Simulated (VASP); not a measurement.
Runs of VASP 6.6.1 on SnSe. The structure is that of space group Fm-3m (No. 225), or close to it. The cells are those of the table. 

```tsv
cell	gap on the mesh (eV)	pressure (GPa)
a = 4.285 Å, angles 60.0°, 2 atoms	0.56	-3.1
a = 4.313 Å, angles 60.0°, 2 atoms	(b)	(a)
a = 4.228 Å, angles 60.0°, 2 atoms	0.74	-1.3
a = 4.170 Å, angles 60.0°, 2 atoms	0.93	1.1
a = 4.340 Å, angles 60.0°, 2 atoms	0.40	-4.6
a = 4.199 Å, angles 60.0°, 2 atoms	0.83	-0.1
```

Alike in all rows: task single point; level PBEsol; potentials or basis VASP PAW PBE potentials, release 64 (Sn_d, Se); no spin polarisation; k mesh 6 × 6 × 6; cutoff (eV) 520; smearing gaussian 0.01 eV.

Question: Fill in the values left out.

Answer: (a) -3.9; (b) 0.48.

Caveats: the PAW data sets were made with another functional, which shifts forces and pressure a little; spin-orbit coupling is left out, which moves the levels of the heavy elements.

A k mesh can miss the band edges, and the runs leave out spin-orbit coupling on Se, Sn.
